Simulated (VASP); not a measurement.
# GaCo (Pm-3m) in VASP: further runs

GaCo is run at these levels: PBEsol; tasks: single point, relaxation of cell and atoms.

All numbers are computed with VASP 6.6.1; they aren't measurements. Logs are shortened: lines on timing, memory, paths and dates and some standing lists are left out, and cuts for length are marked.

### 1 The cell of the first run

The structure is cubic, space group Pm-3m (No. 221). Conventional cell: a = 2.840 Å, b = 2.840 Å, c = 2.840 Å, α = 90.00°, β = 90.00°, γ = 90.00°. Ga (site symmetry m-3m) has 8 Co at 2.46 Å and 6 Ga at 2.84 Å within 3.2 Å. Within 3.2 Å of Co (site symmetry m-3m) lie 8 Ga at 2.46 Å and 6 Co at 2.84 Å.

### 2 Single point, PBEsol, collinear spin, ferrimagnetic start

Contents of INCAR:

```
SYSTEM = GaCo
PREC     = Accurate       ! precision mode
ENCUT    = 520            ! plane-wave cutoff, eV
EDIFF    = 1E-6           ! SCF threshold, eV
ISMEAR   = 0              ! smearing method
SIGMA    = 0.1            ! smearing width, eV
LREAL    = .False.        ! projectors in reciprocal space
LASPH    = .True.         ! aspherical terms in the spheres
NELM     = 150            ! most SCF steps
ALGO     = Normal         ! electronic algorithm
ISIF     = 2              ! what is computed and relaxed
LWAVE    = .False.        ! write WAVECAR
LCHARG   = .False.        ! write CHGCAR
ISPIN    = 2              ! spin polarisation
MAGMOM   = -0.01 0.18     ! initial moments
LORBIT   = 11             ! projections on sites
LMAXMIX  = 4              ! l up to which the mixer works
GGA      = PS             ! functional
NBANDS   = 22             ! bands
```

Contents of KPOINTS:

```
regular mesh
0
Gamma
  14 14 14
  0 0 0
```

Contents of POSCAR:

```
GaCo
1.0
    2.8399607532      0.0000000000      0.0000000000
    0.0000000000      2.8399607532      0.0000000000
    0.0000000000      0.0000000000      2.8399607532
Ga Co
1 1
Direct
    0.5000000000      0.5000000000      0.5000000000
    0.0000000000      0.0000000000      0.0000000000
```

Potentials or basis: VASP PAW PBE potentials, release 64 (Ga_d, Co).

Started as:

```console
cat potpaw_PBE.64/Ga_d/POTCAR potpaw_PBE.64/Co/POTCAR > POTCAR
mpirun -np 1 vasp_std > vasp.out
```

OUTCAR:

```text
SYSTEM = GaCo
   PREC = Accurate
   ENCUT = 520
   EDIFF = 1E-6
   ISMEAR = 0
   LREAL = .False.
   LASPH = .True.
   NELM = 150
   ISIF = 2
   ISPIN = 2
   LORBIT = 11
   GGA = PS

 ion  position               nearest neighbor table
   1  0.500  0.500  0.500-   2 2.46   2 2.46   2 2.46   2 2.46   2 2.46   2 2.46   2 2.46   2 2.46

   2  0.000  0.000  0.000-   1 2.46   1 2.46   1 2.46   1 2.46   1 2.46   1 2.46   1 2.46   1 2.46

  LATTYP: Found a simple cubic cell.
 ALAT       =     2.8399607532

  Lattice vectors:

 A1 = (   2.8399607532,   0.0000000000,   0.0000000000)
 A2 = (   0.0000000000,   2.8399607532,   0.0000000000)
 A3 = (   0.0000000000,   0.0000000000,   2.8399607532)

Analysis of symmetry for initial positions (statically):
=====================================================================
 Subroutine PRICEL returns:
 Original cell was already a primitive cell.

 Routine SETGRP: Setting up the symmetry group for a
 simple cubic supercell.

 Subroutine GETGRP returns: Found 48 space group operations
 (whereof 48 operations were pure point group operations)
 out of a pool of 48 trial point group operations.

The static configuration has the point symmetry O_h .

Analysis of symmetry for dynamics (positions and initial velocities):
=====================================================================
 Subroutine PRICEL returns:
 Original cell was already a primitive cell.

 Routine SETGRP: Setting up the symmetry group for a
 simple cubic supercell.

 Subroutine GETGRP returns: Found 48 space group operations
 (whereof 48 operations were pure point group operations)
 out of a pool of 48 trial point group operations.

The dynamic configuration has the point symmetry O_h .

Analysis of structural, dynamic, and magnetic symmetry:
=====================================================================
 Subroutine PRICEL returns:
 Original cell was already a primitive cell.

 Routine SETGRP: Setting up the symmetry group for a
 simple cubic supercell.

 Subroutine GETGRP returns: Found 48 space group operations
 (whereof 48 operations were pure point group operations)
 out of a pool of 48 trial point group operations.

The overall configuration has the point symmetry O_h .

 Subroutine INISYM returns: Found 48 space group operations
 (whereof 48 operations are pure point group operations),
 and found     1 'primitive' translations

----------------------------------------------------------------------------------------

                                     Primitive cell

  volume of cell :      22.9054

  direct lattice vectors                    reciprocal lattice vectors
     2.839960753  0.000000000  0.000000000     0.352117542  0.000000000  0.000000000
     0.000000000  2.839960753  0.000000000     0.000000000  0.352117542  0.000000000
     0.000000000  0.000000000  2.839960753     0.000000000  0.000000000  0.352117542

  length of vectors
     2.839960753  2.839960753  2.839960753     0.352117542  0.352117542  0.352117542

  position of ions in fractional coordinates (direct lattice)
     0.500000000  0.500000000  0.500000000
     0.000000000  0.000000000  0.000000000

  ion indices of the primitive-cell ions
   primitive index   ion index
                 1           1
                 2           2

----------------------------------------------------------------------------------------

 KPOINTS: regular mesh

Automatic generation of k-mesh.
 Grid dimensions read from file:
 generate k-points for:   14   14   14

 Generating k-lattice:

  Cartesian coordinates                     Fractional coordinates (reciprocal lattice)
     0.025151253  0.000000000  0.000000000     0.071428571  0.000000000  0.000000000
     0.000000000  0.025151253  0.000000000     0.000000000  0.071428571  0.000000000
     0.000000000  0.000000000  0.025151253     0.000000000  0.000000000  0.071428571

  Length of vectors
     0.025151253  0.025151253  0.025151253

  Shift w.r.t. Gamma in fractional coordinates (k-lattice)
     0.000000000  0.000000000  0.000000000

 Subroutine IBZKPT returns following result:
 ===========================================

 Found    120 irreducible k-points:

 Following reciprocal coordinates:
            Coordinates               Weight
  0.000000  0.000000  0.000000      1.000000
  0.071429  0.000000  0.000000      6.000000
  0.142857  0.000000  0.000000      6.000000
  0.214286  0.000000  0.000000      6.000000
  0.285714  0.000000  0.000000      6.000000
  0.357143  0.000000  0.000000      6.000000
[... 16 lines left out ...]
  0.285714  0.214286  0.000000     24.000000
  0.357143  0.214286  0.000000     24.000000
 [... further k-points ...]
   k-points           NKPTS =    120   k-points in BZ     NKDIM =    120   number of bands    NBANDS=     22
   number of dos      NEDOS =    301   number of ions     NIONS =      2
   total plane-waves  NPLWV =  13824
   dimension x,y,z NGX =    24 NGY =   24 NGZ =   24
   dimension x,y,z NGXF=    48 NGYF=   48 NGZF=   48
   ions per type =               1   1
   NGX,Y,Z   is equivalent  to a cutoff of  14.05, 14.05, 14.05 a.u.
   NGXF,Y,Z  is equivalent  to a cutoff of  28.10, 28.10, 28.10 a.u.
 SYSTEM =  GaCo
   PREC   = accura    normal or accurate (medium, high low for compatibility)
   ISTART =      0    job   : 0-new  1-cont  2-samecut
   ICHARG =      2    charge: 1-file 2-atom 10-const
   ISPIN  =      2    spin polarized calculation?
   LNONCOLLINEAR =      F non collinear calculations
   LSORBIT =      F    spin-orbit coupling
   LASPH  =      T    aspherical Exc in radial PAW
   ENCUT  =  520.0 eV  38.22 Ry    6.18 a.u.   5.28  5.28  5.28*2*pi/ulx,y,z
   NELM   =    150;   NELMIN=  2; NELMDL= -5     # of ELM steps
   EDIFF  = 0.1E-05   stopping-criterion for ELM
   LREAL  =      F    real-space projection
   EDIFFG = 0.1E-04   stopping-criterion for IOM
   NSW    =      0    number of steps for IOM
   IBRION =     -1    ionic relax: 0-MD 1-quasi-New 2-CG
   NFREE  =      0    steps in history (QN), initial steepest desc. (CG)
   ISIF   =      2    stress and relaxation
   ISYM   =      2    0-nonsym 1-usesym 2-fastsym
   POTIM  = 0.5000    time-step for ionic-motion
   TEBEG  =    0.0;   TEEND  =   0.0 temperature during run
   PSTRESS=    0.0 pullay stress
   NELECT =      22.0000    total number of electrons
   NUPDOWN=      -1.0000    fix difference up-down
   EMIN   =  10.00;   EMAX   =-10.00  energy-range for DOS
   EFERMI =   0.00;   METHOD = LEGACY
   ISMEAR =     0;   SIGMA  =   0.10  broadening in eV -4-tet -1-fermi 0-gaus
   EFERMI_NEDOS =   21; number of points for ismear=-14 and -15
   IALGO  =     38    algorithm
   IMIX   =      4    mixing-type and parameters
     AMIX     =   0.40;   BMIX     =  1.00
     AMIX_MAG =   1.60;   BMIX_MAG =  1.00
  volume/ion in A,a.u.               =      11.45        77.29
  Fermi-wavevector in a.u.,A,eV,Ry     =   1.615239  3.052359 35.497548  2.608996
  Thomas-Fermi vector in A             =   2.710018
   LORBIT       =     11    0 simple, 1 ext, 2 COOP (PROOUT), +10 PAW based schemes
   GGA     = PS    functional components
   LHFCALC =     F    Hartree Fock is set to
   AEXX    =    0.0000 exact exchange contribution
   IVDW    =     0    specifies the selected vdW correction
   LEPSILON=     F    determine dielectric tensor
   LRPA    =     F    only Hartree local field effects (RPA)
 spin polarized calculation
 Gauss-broadening in eV      SIGMA  =   0.10
  energy-cutoff  :      520.00
  volume of cell :       22.91
 maximum number of plane-waves:       628
 NGX is ok and might be reduce to    24
   NGX = 11   NGY = 11   NGZ = 11

 number of electron      21.9999997 magnetization       0.0094122

 Free energy of the ion-electron system (eV)
  ---------------------------------------------------
  ext. energy  EPLUGINS =         0.00000000
  ---------------------------------------------------
  free energy    TOTEN  =       -11.77584613 eV

  energy without entropy =      -11.76935118  energy(sigma->0) =      -11.77259866

 E-fermi :  10.1859     XC(G=0): -13.5846

 val. band max:       10.1742168092   @ k =   0.4286   0.3571   0.0000
 cond. band min:      10.1872503821   @ k =   0.5000   0.2857   0.0000
 fundamental gap:      0.0130335729
 Fermi energy:        10.1858663966

 spin component 1

 k-point     1 :       0.0000    0.0000    0.0000
  band No.  band energies     occupation
      1      -5.0171      1.00000
      2      -5.0171      1.00000
      3      -4.6268      1.00000
      4      -4.6268      1.00000
      5      -4.6268      1.00000
      6      -2.2755      1.00000
[... 14 lines left out ...]
     21      36.3333      0.00000
     22      36.3333      0.00000

 k-point     2 :       0.0714    0.0000    0.0000
  band No.  band energies     occupation
      1      -5.0139      1.00000
      2      -5.0020      1.00000
      3      -4.6323      1.00000
      4      -4.6323      1.00000
      5      -4.6255      1.00000
      6      -2.1760      1.00000
[... 542 lines left out ...]
 k-point    24 :       0.3571    0.2143    0.0000
  band No.  band energies     occupation
      1      -4.9055      1.00000
      2      -4.8153      1.00000
      3      -4.7211      1.00000
      4      -4.6966      1.00000
      5      -4.6621      1.00000
      6       0.9800      1.00000
[... 14 lines left out ...]
     21      32.9782      0.00000
     22      34.8439      0.00000

 [... further k-points ...]

 spin component 2

 k-point     1 :       0.0000    0.0000    0.0000
  band No.  band energies     occupation
      1      -5.0173      1.00000
      2      -5.0173      1.00000
      3      -4.6270      1.00000
      4      -4.6270      1.00000
      5      -4.6270      1.00000
      6      -2.2759      1.00000
[... 14 lines left out ...]
     21      36.3351      0.00000
     22      36.3351      0.00000

 k-point     2 :       0.0714    0.0000    0.0000
  band No.  band energies     occupation
      1      -5.0141      1.00000
      2      -5.0022      1.00000
      3      -4.6325      1.00000
      4      -4.6325      1.00000
      5      -4.6257      1.00000
      6      -2.1764      1.00000
[... 542 lines left out ...]
 k-point    24 :       0.3571    0.2143    0.0000
  band No.  band energies     occupation
      1      -4.9057      1.00000
      2      -4.8155      1.00000
      3      -4.7213      1.00000
      4      -4.6967      1.00000
      5      -4.6623      1.00000
      6       0.9797      1.00000
[... 14 lines left out ...]
     21      32.9787      0.00000
     22      34.8446      0.00000

 [... further k-points ...]
[... 5 lines left out ...]
  --------------------------------------------------------------------------------------
  -------------------------------------------------------------------------------------
  Total        0.0208511      0.0208511      0.0208511      0.0000000      0.0000000     -0.0000000
  in kB        1.4584887      1.4584887      1.4584887      0.0000000      0.0000000     -0.0000000
  external PRESSURE =       1.4584887 kB  Pullay stress =       0.0000000 kB

 VOLUME and BASIS-vectors are now :
 -----------------------------------------------------------------------------
  energy-cutoff  :      520.00
  volume of cell :       22.91
      direct lattice vectors                 reciprocal lattice vectors
     2.839960753  0.000000000  0.000000000     0.352117542  0.000000000  0.000000000
     0.000000000  2.839960753  0.000000000     0.000000000  0.352117542  0.000000000
     0.000000000  0.000000000  2.839960753     0.000000000  0.000000000  0.352117542

 POSITION                                       TOTAL-FORCE (eV/Angst)
 -----------------------------------------------------------------------------------
      1.41998      1.41998      1.41998         0.000000      0.000000      0.000000
      0.00000      0.00000      0.00000         0.000000      0.000000      0.000000
 -----------------------------------------------------------------------------------
    total drift:                                0.000000      0.000000     -0.000000

  FREE ENERGIE OF THE ION-ELECTRON SYSTEM (eV)
  ---------------------------------------------------
  free  energy   TOTEN  =       -11.7758461300 eV

  energy  without entropy=      -11.7693511839  energy(sigma->0) =      -11.77259866

 total charge

# of ion       s       p       d       tot
------------------------------------------
    1        0.854   0.931  10.068  11.852
    2        0.401   0.486   7.542   8.429
--------------------------------------------------
tot          1.255   1.417  17.610  20.282

 magnetization (x)

# of ion       s       p       d       tot
------------------------------------------
    1       -0.000  -0.000  -0.000  -0.001
    2        0.000  -0.000   0.010   0.010
--------------------------------------------------
tot         -0.000  -0.000   0.009   0.009
```

Run time: 83 s. Hardware: 1 thread of AMD EPYC 7R13 (Zen 3), shared host; peak memory 0.19 GiB.

Results:

- Free energy: -11.7758 eV
- Pressure: 0.1 GPa
- Band gap on the k mesh: zero (filled and empty bands overlap)
- Net moment: 0.01 μB per cell
- Valence electrons inside the program's atomic spheres: Ga 11.85; Co 8.43

Caveat: the PAW data sets were made with another functional, which shifts forces and pressure a little.

### 3 Relaxation of cell and atoms, PBEsol, collinear spin, ferrimagnetic start

This run uses another cell than the first one, of 11.97 Å³/atom, 1.045 times its volume.

Contents of INCAR:

```
SYSTEM = GaCo
  PREC = Accurate
  ENCUT = 600
  EDIFF = 1E-6
  ISMEAR = 0
  SIGMA = 0.1
  LREAL = .False.
  LASPH = .True.
  NELM = 150
  ALGO = Normal
  ISIF = 3
  LWAVE = .False.
  LCHARG = .False.
  ISPIN = 2
  MAGMOM = -0.01 0.18
  LORBIT = 11
  LMAXMIX = 4
  GGA = PS
  IBRION = 2
  NSW = 70
  EDIFFG = -0.005
```

Contents of KPOINTS:

```
Automatic mesh
0
Gamma
  14 14 14
  0 0 0
```

Contents of POSCAR:

```
GaCo
1.0
    2.8817643550      0.0000000000      0.0000000000
    0.0000000000      2.8817643550      0.0000000000
    0.0000000000      0.0000000000      2.8817643550
Ga Co
1 1
Direct
    0.5000000000      0.5000000000      0.5000000000
    0.0000000000      0.0000000000      0.0000000000
```

Potentials or basis: VASP PAW PBE potentials, release 64 (Ga_d, Co).

Started as:

```console
cat potpaw_PBE.64/Ga_d/POTCAR potpaw_PBE.64/Co/POTCAR > POTCAR
mpirun -np 1 vasp_std > vasp.out
```

Run time: 2.4 min. Hardware: 1 thread of AMD EPYC 7R13 (Zen 3), shared host; peak memory 0.2 GiB.

It converged, with:

- Free energy: -11.7762 eV
- Relaxed volume: 11.46 Å³/atom
- Relaxed cell: a = 2.841 Å, b = 2.841 Å, c = 2.841 Å, α = 90.00°, β = 90.00°, γ = 90.00°
- Space group after relaxing (to 0.05 Å): Pm-3m (No. 221)
- Energy gained by relaxing: 13.0 meV/atom
- Ionic steps: 3
- Pressure after relaxing: -0.1 GPa
- Band gap on the k mesh: zero (filled and empty bands overlap)
- Net moment: 0.00 μB per cell
- Valence electrons inside the program's atomic spheres: Ga 11.85; Co 8.43

The path:
```tsv
step	energy change (eV)	largest force (eV/Å)	pressure (GPa)	volume (Å³)
1	0.0000	0.0000	-7.88	23.93
2	0.0017	0.0000	9.41	21.95
3	-0.0260	0.0000	-0.06	22.93
```

Final structure:
```xyz
2
Lattice="2.8409 0.0000 0.0000 0.0000 2.8409 0.0000 0.0000 0.0000 2.8409" Properties=species:S:1:pos:R:3 pbc="T T T"
Ga    1.4204    1.4204    1.4204
Co    0.0000    0.0000    0.0000
```

Levels at points of the mesh, in eV from the Fermi level:
Spin up:
```csv
k point,band 9,band 10,band 11,band 12,band 13,band 14
"(0.00, 0.00, 0.00)",-0.78,-0.78,-0.78,5.29,5.29,5.29
"(0.50, 0.00, 0.00)",-1.86,-1.86,-0.77,0.09,10.97,10.97
"(0.50, 0.50, 0.00)",-2.62,-1.29,-1.29,-0.28,2.44,3.30
"(0.50, 0.50, 0.50)",-0.25,-0.25,0.86,3.89,3.89,3.89
```
Spin down:
| k point | band 7 | band 8 | band 9 | band 10 | band 11 | band 12 | band 13 | band 14 | band 15 |
| --- | --- | --- | --- | --- | --- | --- | --- | --- | --- |
| (0.00, 0.00, 0.00) | -2.73 | -2.73 | -0.78 | -0.78 | -0.78 | 5.29 | 5.29 | 5.29 | 11.31 |
| (0.50, 0.00, 0.00) | -7.16 | -2.50 | -1.86 | -1.86 | -0.77 | 0.09 | 10.97 | 10.97 | 11.80 |
| (0.50, 0.50, 0.00) | -3.30 | -3.30 | -2.62 | -1.29 | -1.29 | -0.28 | 2.44 | 3.30 | 11.88 |
| (0.50, 0.50, 0.50) | -4.33 | -4.33 | -0.25 | -0.25 | 0.86 | 3.89 | 3.89 | 3.89 | 4.95 |

Caveat: the PAW data sets were made with another functional, which shifts forces and pressure a little.
